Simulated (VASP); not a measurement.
# CdS (F-43m) in VASP: a series of runs

CdS is run at these levels: HSE06; tasks: single point.

Program: VASP 6.6.1. These are calculated values, not measurements. Logs are shortened: lines on timing, memory, paths and dates and some standing lists are left out, and cuts for length are marked.

## 1. The cell of the first run

It takes space group F-43m (No. 216, cubic). The conventional cell has a = 5.643 Å, b = 5.643 Å, c = 5.643 Å, α = 90.00°, β = 90.00°, γ = 90.00°. Cd (site symmetry -43m) has 4 S at 2.44 Å within 3.2 Å. Within 3.2 Å of S (site symmetry -43m) lie 4 Cd at 2.44 Å.

## 2. Single point, HSE06 (strain -4.0%)

The input, POSCAR:

```
CdS
1.0
    0.0000000000      2.8216462493      2.8216462493
    2.8216462493      0.0000000000      2.8216462493
    2.8216462493      2.8216462493      0.0000000000
Cd S
1 1
Direct
    0.0000000000      0.0000000000      0.0000000000
    0.2500000000      0.2500000000      0.2500000000
```

The input, INCAR.step1:

```
  PREC = Accurate
  ENCUT = 520
  EDIFF = 1E-5
  ISMEAR = 0
  SIGMA = 0.01
  LREAL = F
  LASPH = T
  NELM = 60
  ALGO = Normal
  ISIF = 2
  LWAVE = T
  NBANDS = 16
  GGA = PE
```

The input, INCAR.step2:

```
  PREC = Accurate
  ENCUT = 520
  EDIFF = 1E-7
  ISMEAR = 0
  SIGMA = 0.01
  LREAL = F
  LASPH = T
  NELM = 60
  ALGO = Normal
  ISIF = 2
  LWAVE = F
  LCHARG = T
  GGA = PE
  LHFCALC = T
  HFSCREEN = 0.2079
  PRECFOCK = Normal
  LELF = T
  LVHAR = T
  NBANDS = 16
  ISTART = 1
```

The input, KPOINTS:

```
regular mesh
0
Gamma
  6 6 6
```

Potentials or basis: VASP PAW PBE potentials, release 64 (Cd, S).

Started as:

```
$ cat potpaw_PBE.64/Cd/POTCAR potpaw_PBE.64/S/POTCAR > POTCAR
$ cp INCAR.step1 INCAR
$ mpirun -np 1 vasp_std > vasp.out
$ cp INCAR.step2 INCAR
$ mpirun -np 1 vasp_std > vasp.out
```

OUTCAR:

```text
PREC = Accurate
   ENCUT = 520
   EDIFF = 1E-7
   ISMEAR = 0
   LREAL = F
   LASPH = T
   NELM = 60
   ISIF = 2
   GGA = PE
   LHFCALC = T
   HFSCREEN = 0.2079
   PRECFOCK = Normal
   ISTART = 1

 ion  position               nearest neighbor table
   1  0.000  0.000  0.000-   2 2.44   2 2.44   2 2.44   2 2.44
   2  0.250  0.250  0.250-   1 2.44   1 2.44   1 2.44   1 2.44

  LATTYP: Found a face centered cubic cell.
 ALAT       =     5.6432924986

  Lattice vectors:

 A1 = (   0.0000000000,   2.8216462493,   2.8216462493)
 A2 = (   2.8216462493,   0.0000000000,   2.8216462493)
 A3 = (   2.8216462493,   2.8216462493,   0.0000000000)

Analysis of symmetry for initial positions (statically):
=====================================================================
 Subroutine PRICEL returns:
 Original cell was already a primitive cell.

 Routine SETGRP: Setting up the symmetry group for a
 face centered cubic supercell.

 Subroutine GETGRP returns: Found 24 space group operations
 (whereof 24 operations were pure point group operations)
 out of a pool of 48 trial point group operations.

The static configuration has the point symmetry T_d .

Analysis of symmetry for dynamics (positions and initial velocities):
=====================================================================
 Subroutine PRICEL returns:
 Original cell was already a primitive cell.

 Routine SETGRP: Setting up the symmetry group for a
 face centered cubic supercell.

 Subroutine GETGRP returns: Found 24 space group operations
 (whereof 24 operations were pure point group operations)
 out of a pool of 48 trial point group operations.

The dynamic configuration has the point symmetry T_d .

 Subroutine INISYM returns: Found 24 space group operations
 (whereof 24 operations are pure point group operations),
 and found     1 'primitive' translations

----------------------------------------------------------------------------------------

                                     Primitive cell

  volume of cell :      44.9301

  direct lattice vectors                    reciprocal lattice vectors
[... 80 lines left out ...]
   EDIFFG = 0.1E-05   stopping-criterion for IOM
   NSW    =      0    number of steps for IOM
   IBRION =     -1    ionic relax: 0-MD 1-quasi-New 2-CG
   NFREE  =      0    steps in history (QN), initial steepest desc. (CG)
   ISIF   =      2    stress and relaxation
   ISYM   =      3    0-nonsym 1-usesym 2-fastsym
   POTIM  = 0.5000    time-step for ionic-motion
   TEBEG  =    0.0;   TEEND  =   0.0 temperature during run
   PSTRESS=    0.0 pullay stress
   NELECT =      18.0000    total number of electrons
   NUPDOWN=      -1.0000    fix difference up-down
   EMIN   =  10.00;   EMAX   =-10.00  energy-range for DOS
   EFERMI =   0.00;   METHOD = LEGACY
   ISMEAR =     0;   SIGMA  =   0.01  broadening in eV -4-tet -1-fermi 0-gaus
   EFERMI_NEDOS =   21; number of points for ismear=-14 and -15
   IALGO  =     38    algorithm
   IMIX   =      1    mixing-type and parameters
     AMIX     =   0.40;   BMIX     =  1.00
     AMIX_MAG =   1.60;   BMIX_MAG =  1.00
  volume/ion in A,a.u.               =      22.47       151.60
  Fermi-wavevector in a.u.,A,eV,Ry     =   1.206849  2.280615 19.816690  1.456486
  Thomas-Fermi vector in A             =   2.342505
   LORBIT       =      0    0 simple, 1 ext, 2 COOP (PROOUT), +10 PAW based schemes
   GGA     = PE    functional components
   LHFCALC =     T    Hartree Fock is set to
   PRECFOCK=normal    Normal, Fast or Accurate (Low or Medium for compatibility)
   ENCUT4O =  -1.0   cutoff for four orbital integrals eV
   NKREDX  =     1    reduce k-point grid by
   NKREDY  =     1    reduce k-point grid by
   NKREDZ  =     1    reduce k-point grid by
   AEXX    =    0.2500 exact exchange contribution
   HFSCREEN=    0.2079 screening length (either q_TF or 0.3 A-1)
   HFSCREENC=   0.2079 screening length for correlation (either q_TF or 0.3 A-1)
   ENCUTFOCK=  -1.0 apply spherical cutoff to Coloumb kernel
   IVDW    =     0    specifies the selected vdW correction
   LEPSILON=     F    determine dielectric tensor
   LRPA    =     F    only Hartree local field effects (RPA)
 non-spin polarized calculation
 Gauss-broadening in eV      SIGMA  =   0.01
  energy-cutoff  :      520.00
  volume of cell :       44.93
 maximum number of plane-waves:      1243
 NGX is ok and might be reduce to    30
  NGX = 24; NGY = 24; NGZ = 24

 number of electron      17.9999993 magnetization

 Free energy of the ion-electron system (eV)
  ---------------------------------------------------
  ext. energy  EPLUGINS =         0.00000000
  ---------------------------------------------------
  free energy    TOTEN  =        -7.43784565 eV

  energy without entropy =       -7.43784565  energy(sigma->0) =       -7.43784565

 E-fermi :   1.6473     XC(G=0):  -7.9654

 val. band max:        1.5668104854   @ k =   0.0000   0.0000   0.0000
 cond. band min:       3.9710910628   @ k =   0.0000   0.0000   0.0000
 fundamental gap:      2.4042805774
 Fermi energy:         1.6472938578

 k-point     1 :       0.0000    0.0000    0.0000
  band No.  band energies     occupation
      1     -12.7019      2.00000
      2      -7.6874      2.00000
      3      -7.6874      2.00000
      4      -7.6874      2.00000
      5      -7.0511      2.00000
      6      -7.0511      2.00000
[... 281 lines left out ...]
      3      -7.3307      2.00000
      4      -7.1608      2.00000
      5      -6.9995      2.00000
      6      -6.2392      2.00000
[... 8 lines left out ...]
     15      16.6270      0.00000
     16      16.6681      0.00000

------------------------ aborting loop because EDIFF is reached ----------------------------------------

  FORCE on cell =-STRESS in cart. coord.  units (eV):
  Direction    XX          YY          ZZ          XY          YZ          ZX
  --------------------------------------------------------------------------------------
  -------------------------------------------------------------------------------------
  Total        2.9301004      2.9301004      2.9301004     -0.0000000      0.0000000     -0.0000000
  in kB      104.4853463    104.4853463    104.4853463     -0.0000000      0.0000000     -0.0000000
  external PRESSURE =     104.4853463 kB  Pullay stress =       0.0000000 kB

 VOLUME and BASIS-vectors are now :
 -----------------------------------------------------------------------------
  energy-cutoff  :      520.00
  volume of cell :       44.93
      direct lattice vectors                 reciprocal lattice vectors
     0.000000000  2.821646249  2.821646249    -0.177201518  0.177201518  0.177201518
     2.821646249  0.000000000  2.821646249     0.177201518 -0.177201518  0.177201518
     2.821646249  2.821646249  0.000000000     0.177201518  0.177201518 -0.177201518

 POSITION                                       TOTAL-FORCE (eV/Angst)
 -----------------------------------------------------------------------------------
      0.00000      0.00000      0.00000         0.000000      0.000000      0.000000
      1.41082      1.41082      1.41082        -0.000000     -0.000000     -0.000000
 -----------------------------------------------------------------------------------
    total drift:                                0.000018      0.000020      0.000012

  FREE ENERGIE OF THE ION-ELECTRON SYSTEM (eV)
  ---------------------------------------------------
  free  energy   TOTEN  =        -7.4378456517 eV

  energy  without entropy=       -7.4378456517  energy(sigma->0) =       -7.43784565
```

OUTCAR.step1:

```text
PREC = Accurate
   ENCUT = 520
   EDIFF = 1E-5
   ISMEAR = 0
   LREAL = F
   LASPH = T
[... 514 lines left out ...]
 -----------------------------------------------------------------------------------
      0.00000      0.00000      0.00000        -0.000000      0.000000      0.000000
      1.41082      1.41082      1.41082         0.000000     -0.000000     -0.000000
 -----------------------------------------------------------------------------------
    total drift:                               -0.000000     -0.000000     -0.000000

  FREE ENERGIE OF THE ION-ELECTRON SYSTEM (eV)
  ---------------------------------------------------
  free  energy   TOTEN  =        -5.9126413352 eV

  energy  without entropy=       -5.9126413352  energy(sigma->0) =       -5.91264134
```

Wall time 53 min (1 thread of AMD EPYC 7R13 (Zen 3), shared host); peak memory 0.26 GiB.

Results:

```
Free energy            : -7.4378 eV
Pressure               : 10.4 GPa
Band gap on the k mesh : 2.40 eV
```

Levels at points of the mesh, in eV from the valence-band top:
```
           k point  band 6  band 7  band 8  band 9  band 10  band 11  band 12  band 13
(0.00, 0.00, 0.00)   -8.62    0.00    0.00    0.00     2.40     7.67     7.67     7.67
(0.50, 0.00, 0.00)   -8.10   -5.40   -0.97   -0.97     4.26     8.14     8.14     8.98
(0.50, 0.50, 0.00)   -8.00   -4.73   -2.42   -2.42     4.26     5.54    11.10    12.93
```

Caveat: the cell differs from its parent crystal (strain -4.0%); the cell stands under pressure; the structure was generated, so it needn't be the stable form of CdS; the PAW data sets were made with another functional, which shifts forces and pressure a little.

## 3. Single point, HSE06 (strain -2.0%)

The input, POSCAR:

```
CdS
1.0
    0.0000000000      2.8804305462      2.8804305462
    2.8804305462      0.0000000000      2.8804305462
    2.8804305462      2.8804305462      0.0000000000
Cd S
1 1
Direct
    0.0000000000      0.0000000000      0.0000000000
    0.2500000000      0.2500000000      0.2500000000
```

INCAR.step1, as its differences from that of step 2:

```diff
@@ -7,3 +7,3 @@
   LASPH = T
-  NELM = 60
+  NELM = 100
   ALGO = Normal
@@ -11,2 +11,3 @@
   LWAVE = T
+  LCHARG = F
   NBANDS = 16
```

The input, INCAR.step2:

```
  PREC = Accurate
  ENCUT = 520
  EDIFF = 1E-7
  ISMEAR = 0
  SIGMA = 0.01
  LREAL = F
  LASPH = T
  NELM = 100
  ALGO = Normal
  ISIF = 2
  LWAVE = F
  LCHARG = F
  GGA = PE
  LHFCALC = T
  HFSCREEN = 0.2079
  PRECFOCK = Normal
  NBANDS = 16
  ISTART = 1
```

KPOINTS is that of step 2.

Potentials or basis: VASP PAW PBE potentials, release 64 (Cd, S).

Started as:

```
$ cat potpaw_PBE.64/Cd/POTCAR potpaw_PBE.64/S/POTCAR > POTCAR
$ cp INCAR.step1 INCAR
$ mpirun -np 1 vasp_std > vasp.out
$ cp INCAR.step2 INCAR
$ mpirun -np 1 vasp_std > vasp.out
```

It took 54 min on 1 thread of Intel Xeon Platinum 8259CL at 2.50GHz (Skylake/Cascade Lake), shared host; peak memory 0.29 GiB.

The run converged. Its results:

- Free energy: -7.5723 eV
- Pressure: 4.8 GPa
- Band gap on the k mesh: 2.26 eV

Levels at points of the mesh, in eV from the valence-band top:
| k point | band 6 | band 7 | band 8 | band 9 | band 10 | band 11 | band 12 | band 13 |
| --- | --- | --- | --- | --- | --- | --- | --- | --- |
| (0.00, 0.00, 0.00) | -8.45 | 0.00 | 0.00 | 0.00 | 2.26 | 7.70 | 7.70 | 7.70 |
| (0.50, 0.00, 0.00) | -8.00 | -4.95 | -0.86 | -0.86 | 4.17 | 8.16 | 8.16 | 8.80 |
| (0.50, 0.50, 0.00) | -7.91 | -4.41 | -2.16 | -2.16 | 4.38 | 5.51 | 10.75 | 12.53 |

Caveat: the cell differs from its parent crystal (strain -2.0%); the cell stands under pressure; the structure was generated, so it needn't be the stable form of CdS; the PAW data sets were made with another functional, which shifts forces and pressure a little.
